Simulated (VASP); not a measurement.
# Zr (P6_3/mmc) in VASP: further runs, part 2 of 2

VASP 6.6.1. Earlier steps stand in the parts before.

### Step 3. Single point, LDA

Contents of INCAR:

```
SYSTEM = Zr
PREC     = Accurate       ! precision mode
ENCUT    = 520            ! plane-wave cutoff, eV
EDIFF    = 1E-6           ! SCF threshold, eV
ISMEAR   = 0              ! smearing method
SIGMA    = 0.03           ! smearing width, eV
LREAL    = .FALSE.        ! projectors in reciprocal space
LASPH    = .TRUE.         ! aspherical terms in the spheres
NELM     = 60             ! most SCF steps
ALGO     = Normal         ! electronic algorithm
ISIF     = 2              ! what is computed and relaxed
LWAVE    = .FALSE.        ! write WAVECAR
LCHARG   = .FALSE.        ! write CHGCAR
GGA      = CA             ! functional
NBANDS   = 19             ! bands
```

Contents of KPOINTS:

```
regular mesh
0
G
  12 12 6
  0 0 0
```

Contents of POSCAR:

```
Zr
1.0
    3.1439658570      0.0000000000      0.0000000000
   -1.5719829285      2.7227543008      0.0000000000
    0.0000000000      0.0000000000      5.0894642375
Zr
2
Direct
    0.3333333333      0.6666666667      0.2500000000
    0.6666666667      0.3333333333      0.7500000000
```

Potentials or basis: VASP PAW LDA potentials, release 64 (Zr_sv).

Command:

```sh
> cat potpaw_LDA.64/Zr_sv/POTCAR > POTCAR
> mpirun -np 1 vasp_std > vasp.out
```

It took 26 s on 1 thread of AMD EPYC 9R45 (Zen 5), shared host; peak memory 0.14 GiB.

Results (log left out):

| Quantity | Value |
| --- | --- |
| Free energy | -18.5795 eV |
| Pressure | 0.1 GPa |
| Band gap on the k mesh | zero (band 12 reaches 10.50 eV, above the bottom of band 13 at 9.34 eV) |

Stress tensor (GPa, compression positive):
```
 0.35  0.00  0.00
 0.00  0.35  0.00
 0.00  0.00 -0.41
```

Levels at points of the mesh, in eV from the Fermi level:
```csv
k point,band 8,band 9,band 10,band 11,band 12,band 13,band 14,band 15,band 16,band 17
"(0.00, 0.00, 0.00)",-25.98,-5.74,-3.22,0.86,0.86,0.86,1.40,1.58,1.58,2.34
"(0.50, 0.00, 0.00)",-26.13,-2.82,-2.60,-2.37,0.05,0.58,0.76,1.48,5.37,5.64
"(0.00, 0.00, 0.50)",-26.06,-3.99,-3.99,-0.03,-0.03,0.79,0.79,0.79,0.79,4.21
"(0.50, 0.00, 0.50)",-26.27,-3.08,-3.08,-1.25,-1.25,1.96,1.96,2.37,2.37,5.61
```

### Step 4. Single point, LDA

Contents of INCAR:

```
SYSTEM = Zr
ALGO = Normal
EDIFF = 1E-7
ENCUT = 520
ISIF = 2
ISMEAR = 0
LASPH = .True.
LCHARG = .True.
LELF = .True.
LREAL = .False.
LVHAR = .True.
LWAVE = .False.
NBANDS = 19
NELM = 100
PREC = Accurate
SIGMA = 0.1
```

Contents of KPOINTS:

```
k-points
0
Gamma
  12 12 6
  0 0 0
```

POSCAR is that of step 3.

Command:

```sh
> cat potpaw_LDA.64/Zr_sv/POTCAR > POTCAR
> mpirun -np 1 vasp_std > vasp.out
```

Run time: 33 s. Hardware: 1 thread of AMD EPYC 9R45 (Zen 5), shared host; peak memory 0.14 GiB.

It converged, with:

| Quantity | Value |
| --- | --- |
| Free energy | -18.5844 eV |
| Pressure | 0.2 GPa |
| Band gap on the k mesh | zero (band 12 reaches 10.50 eV, above the bottom of band 13 at 9.34 eV) |

Stress tensor (GPa, compression positive):
```
 0.33  0.00  0.00
 0.00  0.33  0.00
 0.00  0.00 -0.21
```

Levels at points of the mesh, in eV from the Fermi level:
| k point | band 8 | band 9 | band 10 | band 11 | band 12 | band 13 | band 14 | band 15 | band 16 | band 17 |
| --- | --- | --- | --- | --- | --- | --- | --- | --- | --- | --- |
| (0.00, 0.00, 0.00) | -25.97 | -5.73 | -3.22 | 0.87 | 0.87 | 0.87 | 1.40 | 1.59 | 1.59 | 2.34 |
| (0.50, 0.00, 0.00) | -26.12 | -2.81 | -2.59 | -2.36 | 0.06 | 0.59 | 0.77 | 1.49 | 5.38 | 5.65 |
| (0.00, 0.00, 0.50) | -26.05 | -3.98 | -3.98 | -0.03 | -0.03 | 0.80 | 0.80 | 0.80 | 0.80 | 4.22 |
| (0.50, 0.00, 0.50) | -26.26 | -3.07 | -3.07 | -1.24 | -1.24 | 1.97 | 1.97 | 2.38 | 2.38 | 5.62 |

### Step 5. Single point, LDA

Contents of INCAR:

```
  ALGO = Normal
  EDIFF = 1E-6
  ENCUT = 520
  ISIF = 2
  ISMEAR = 0
  LASPH = T
  LCHARG = F
  LREAL = F
  LWAVE = F
  NBANDS = 19
  NELM = 100
  PREC = Accurate
  SIGMA = 0.2
```

Contents of KPOINTS:

```
k-points
0
Gamma
  12 12 6
```

POSCAR is that of step 4.

Command:

```sh
> cat potpaw_LDA.64/Zr_sv/POTCAR > POTCAR
> mpirun -np 1 vasp_std > vasp.out
```

It took 28 s on 1 thread of AMD EPYC 9R45 (Zen 5), shared host; peak memory 0.14 GiB.

It converged, with:

| Item | Value |
| --- | --- |
| Free energy | -18.6021 eV |
| Pressure | 0.1 GPa |
| Band gap on the k mesh | zero (band 12 reaches 10.50 eV, above the bottom of band 13 at 9.34 eV) |

Stress tensor (GPa, compression positive):
```
0.20 0.00 0.00
0.00 0.20 0.00
0.00 0.00 0.03
```

Levels at points of the mesh, in eV from the Fermi level:
```tsv
k point	band 8	band 9	band 10	band 11	band 12	band 13	band 14	band 15	band 16	band 17
(0.00, 0.00, 0.00)	-25.95	-5.71	-3.20	0.89	0.89	0.89	1.42	1.61	1.61	2.37
(0.50, 0.00, 0.00)	-26.10	-2.79	-2.57	-2.34	0.08	0.61	0.79	1.51	5.40	5.68
(0.00, 0.00, 0.50)	-26.03	-3.96	-3.96	0.00	0.00	0.82	0.82	0.82	0.82	4.24
(0.50, 0.00, 0.50)	-26.24	-3.05	-3.05	-1.22	-1.22	1.99	1.99	2.40	2.40	5.64
```

### Step 6. Single point, LDA

Contents of INCAR:

```
SYSTEM = Zr
PREC     = Accurate       ! precision mode
ENCUT    = 520            ! plane-wave cutoff, eV
EDIFF    = 1E-7           ! SCF threshold, eV
ISMEAR   = 0              ! smearing method
SIGMA    = 0.3            ! smearing width, eV
LREAL    = .False.        ! projectors in reciprocal space
LASPH    = .True.         ! aspherical terms in the spheres
NELM     = 100            ! most SCF steps
ALGO     = Normal         ! electronic algorithm
ISIF     = 2              ! what is computed and relaxed
LWAVE    = .False.        ! write WAVECAR
LCHARG   = .True.         ! write CHGCAR
LELF     = .True.         ! ELF
LVHAR    = .True.       
NBANDS   = 19             ! bands
```

Contents of KPOINTS:

```
regular mesh
0
Gamma
  12 12 6
  0 0 0
```

POSCAR is that of step 5.

Potentials or basis: VASP PAW LDA potentials, release 64 (Zr_sv).

Command:

```sh
> cat potpaw_LDA.64/Zr_sv/POTCAR > POTCAR
> mpirun -np 1 vasp_std > vasp.out
```

OUTCAR:

```text
SYSTEM = Zr
   PREC = Accurate
   ENCUT = 520
   EDIFF = 1E-7
   ISMEAR = 0
   LREAL = .False.
   LASPH = .True.
   NELM = 100
   ISIF = 2

 ion  position               nearest neighbor table
   1  0.333  0.667  0.250-   2 3.13   2 3.13   2 3.13   2 3.13   2 3.13   2 3.13
   2  0.667  0.333  0.750-   1 3.13   1 3.13   1 3.13   1 3.13   1 3.13   1 3.13

  LATTYP: Found a hexagonal cell.
 ALAT       =     3.1439658570
 C/A-ratio  =     1.6188039149

  Lattice vectors:

 A1 = (   3.1439658570,   0.0000000000,   0.0000000000)
 A2 = (  -1.5719829285,   2.7227543008,   0.0000000000)
 A3 = (   0.0000000000,   0.0000000000,   5.0894642375)

Analysis of symmetry for initial positions (statically):
=====================================================================
 Subroutine PRICEL returns:
 Original cell was already a primitive cell.

 Routine SETGRP: Setting up the symmetry group for a
 hexagonal supercell.

 Subroutine GETGRP returns: Found 24 space group operations
 (whereof 12 operations were pure point group operations)
 out of a pool of 24 trial point group operations.

The static configuration has the point symmetry D_3d.
 The point group associated with its full space group is D_6h.

Analysis of symmetry for dynamics (positions and initial velocities):
[... 156 lines left out ...]
  ---------------------------------------------------
  free energy    TOTEN  =       -18.62954694 eV

  energy without entropy =      -18.53265162  energy(sigma->0) =      -18.58109928

 E-fermi :   9.5037     XC(G=0): -11.5997

 val. band max:        9.4998526909   @ k =   0.1667   0.0000   0.3333
 cond. band min:       9.5073866622   @ k =   0.0833   0.0833   0.1667
 fundamental gap:      0.0075339713
 Fermi energy:         9.5036677499

 k-point     1 :       0.0000    0.0000    0.0000
  band No.  band energies     occupation
      1     -38.8792      2.00000
      2     -38.6830      2.00000
      3     -17.6604      2.00000
      4     -16.5801      2.00000
      5     -16.5801      2.00000
      6     -16.4352      2.00000
[... 505 lines left out ...]
      6     -16.7682      2.00000
[... 11 lines left out ...]
     18      13.5861      0.00000
     19      14.9421      0.00000

 [... further k-points ...]
[... 5 lines left out ...]
  --------------------------------------------------------------------------------------
  -------------------------------------------------------------------------------------
  Total        0.0354986      0.0354986      0.0767295      0.0000000     -0.0000000      0.0000000
  in kB        1.3054615      1.3054615      2.8217245      0.0000000     -0.0000000      0.0000000
  external PRESSURE =       1.8108825 kB  Pullay stress =       0.0000000 kB

 VOLUME and BASIS-vectors are now :
 -----------------------------------------------------------------------------
  energy-cutoff  :      520.00
  volume of cell :       43.57
      direct lattice vectors                 reciprocal lattice vectors
     3.143965857  0.000000000  0.000000000     0.318069612  0.183637576  0.000000000
    -1.571982928  2.722754301  0.000000000     0.000000000  0.367275152  0.000000000
     0.000000000  0.000000000  5.089464237     0.000000000  0.000000000  0.196484336

 POSITION                                       TOTAL-FORCE (eV/Angst)
 -----------------------------------------------------------------------------------
     -0.00000      1.81517      1.27237         0.000000      0.000000      0.000000
      1.57198      0.90758      3.81710        -0.000000     -0.000000      0.000000
 -----------------------------------------------------------------------------------
    total drift:                                0.000000     -0.000000      0.000000

  FREE ENERGIE OF THE ION-ELECTRON SYSTEM (eV)
  ---------------------------------------------------
  free  energy   TOTEN  =       -18.6295469356 eV

  energy  without entropy=      -18.5326516232  energy(sigma->0) =      -18.58109928
```

Wall time 29 s (1 thread of AMD EPYC 9R45 (Zen 5), shared host); peak memory 0.14 GiB.

What came out:

* Free energy: -18.6295 eV
* Pressure: 0.2 GPa
* Band gap on the k mesh: zero (band 12 reaches 10.50 eV, above the bottom of band 13 at 9.34 eV)

### Step 7. The runs side by side

| smearing | gap on the mesh (eV) | pressure (GPa) |
| --- | --- | --- |
| gaussian 0.01 eV | none | 0.1 |
| gaussian 0.03 eV | none | 0.1 |
| gaussian 0.1 eV | none | 0.2 |
| gaussian 0.2 eV | none | 0.1 |
| gaussian 0.3 eV | none | 0.2 |

Alike in all rows: task single point; level LDA; potentials or basis VASP PAW LDA potentials, release 64 (Zr_sv); no spin polarisation; cell as given; k mesh 12 × 12 × 6; cutoff (eV) 520.

Every run on the cell as given and a fine mesh finds a metal.

Total energies depend on the potentials used, so only differences within one code and one set of settings carry meaning.
